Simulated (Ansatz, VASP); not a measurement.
One calculation of Pt, two programs

INCAR

```
SYSTEM = Pt
  ALGO = Normal
  DIPOL = 0.5 0.5 0.289
  EDIFF = 1E-6
  ENCUT = 400
  GGA = PE
  GGA_COMPAT = .FALSE.
  IDIPOL = 3
  ISIF = 2
  ISMEAR = 0
  LASPH = .TRUE.
  LCHARG = .TRUE.
  LDIPOL = .TRUE.
  LELF = .TRUE.
  LREAL = .FALSE.
  LVACPOTAV = .TRUE.
  LVHAR = .TRUE.
  LWAVE = .FALSE.
  NBANDS = 28
  NELM = 120
  NELMDL = -8
  PREC = Accurate
  SIGMA = 0.1
```

Contents of KPOINTS:

```
k-points
0
G
  9 7 1
  0 0 0
```

The input POSCAR:

```
Pt
1.0
    2.8071640675      0.0000000000      0.0000000000
    0.0000000000      3.9699294961      0.0000000000
    0.0000000000      0.0000000000     21.1553936849
Pt
4
Direct
    0.5000000000      0.5000000000      0.1890770770
    0.0000000000      0.0000000000      0.2554233740
    0.5000000000      0.5000000000      0.3268881911
    0.0000000000      0.0000000000      0.3854994999
```

Input for Ansatz:

```yaml
crystal:
  lattice:
    - [2.8071640675, 0.0, 0.0]
    - [0.0, 3.9699294961, 0.0]
    - [0.0, 0.0, 21.1553936849]
  atoms:
    - { symbol: Pt, position: [0.5, 0.5, 0.189077077] }
    - { symbol: Pt, position: [0.0, 0.0, 0.255423374] }
    - { symbol: Pt, position: [0.5, 0.5, 0.3268881911] }
    - { symbol: Pt, position: [0.0, 0.0, 0.3854994999] }
basis:
  ecutwfc: 420
kpoints:
  mp_grid: { grid: [9, 7, 1] }
hamiltonian:
  xc: pbe
  pseudopotentials: { kind: paw, azcp: { folder: soft_1 } }
scf:
  occupations: { method: gaussian, width: 0.1 }
output:
  forces: true
  eigenvalues: true
efield:
  axis: 3
  dipole_correction: true
  ramp_width: 0.04
```

Alike in both runs: task single point; functional PBE; k mesh 9 × 7 × 1; occupations gaussian, width 0.1 eV; no spin polarisation.

|  | VASP | Ansatz |
| --- | --- | --- |
| version | VASP 6.6.1 | Ansatz 0.2.0 |
| potentials or method | VASP PAW PBE potentials, release 64 (Pt), cutoff 400 eV | scalar-relativistic, plane waves, PAW |
| valence electrons in the cell | 40 | 72 |

```csv
,VASP,Ansatz,Ansatz less VASP
gap on the k mesh at the Fermi level (eV),none,none,-
rms of the force components (eV/Å),0.358,0.360,+0.0011
"work function, face that differs most (eV)",5.49,5.49,-0.001
```

Atom by atom the forces differ by 0.010 eV/Å (rms over components). A gap of «none» marks a metal or a gap that the smearing closes. The functional is the same, so the differences come from potentials, cutoffs and numerics. VASP's potentials hold 40 valence electrons a cell and Ansatz's 72, so a difference there can come from the potentials and not from the codes.

Spin-orbit coupling is off throughout.
